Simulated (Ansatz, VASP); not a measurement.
**One calculation of Ge, two programs**

```
Ge
1.0
     0.00000    2.80354    2.80354
     2.80354    0.00000    2.80354
     2.80354    2.80354    0.00000
Ge
2
Direct
  0.00000 0.00000 0.00000
  0.25000 0.25000 0.25000
```

Alike in both runs: task single point; functional PBE; k mesh 6 × 6 × 6; no spin polarisation.

|  | VASP | Ansatz |
| --- | --- | --- |
| version | VASP 6.6.1 | Ansatz 0.2.0 |
| potentials or method | VASP PAW PBE potentials, release 64 (Ge_d), cutoff 500 eV | plane waves, PAW |
| occupations | gaussian, width 0.01 eV | fixed |
| valence electrons in the cell | 28 | 28 |

|  | VASP | Ansatz | Ansatz less VASP |
| --- | --- | --- | --- |
| pressure (GPa) | 5.5 | 5.7 | +0.15 |
